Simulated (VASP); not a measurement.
A run of VASP 6.6.1 is set up as follows.

File INCAR:

```
SYSTEM = Ti9H
PREC     = Accurate       ! precision mode
ENCUT    = 520            ! plane-wave cutoff, eV
EDIFF    = 1E-7           ! SCF threshold, eV
ISMEAR   = 0              ! smearing method
SIGMA    = 0.1            ! smearing width, eV
LREAL    = .False.        ! projectors in reciprocal space
LASPH    = .True.         ! aspherical terms in the spheres
NELM     = 100            ! most SCF steps
ALGO     = Normal         ! electronic algorithm
ISIF     = 2              ! what is computed and relaxed
LWAVE    = .False.        ! write WAVECAR
LCHARG   = .False.        ! write CHGCAR
LDIPOL   = .True.       
IDIPOL   = 3            
DIPOL    = 0.5 0.5 0.338
GGA      = PE             ! functional
NBANDS   = 66             ! bands
```

Contents of KPOINTS:

```
Automatic mesh
0
Gamma
  7 6 1
  0 0 0
```

Contents of POSCAR:

```
Ti9H
1.0
    4.5793473381      0.0000000000      0.0000000000
   -2.2896736690      4.8731803173      0.0000000000
    0.0000000000      0.0000000000     20.8008028311
Ti H
9 1
Direct
    0.5259511637      0.0519023274      0.1923002700
    0.8311413964      0.6622827928      0.2107665519
    0.1363316291      0.2726632583      0.2292328340
    0.3570925601      0.7141851202      0.3030979621
    0.6640847992      0.3281368264      0.3193552711
    0.9697449144      0.9393324533      0.3378269322
    0.1905287611      0.3816414126      0.4115069858
    0.5011079414      0.0025593214      0.4254608482
    0.8026484359      0.6055378280      0.4471367238
    0.8026484359      1.3555378280      0.4992186321
```

Potentials or basis: VASP PAW PBE potentials, release 64 (Ti_sv, H).

The run is started by

```console
$ cat potpaw_PBE.64/Ti_sv/POTCAR potpaw_PBE.64/H/POTCAR > POTCAR
$ mpirun -np 1 vasp_std > vasp.out
```

(1) Predict the largest force.

(2) Estimate the band gap on the k mesh.

Answers

(1) 1.460 eV/Å.

(2) zero (an odd number of electrons rules out a gap without spin polarisation).
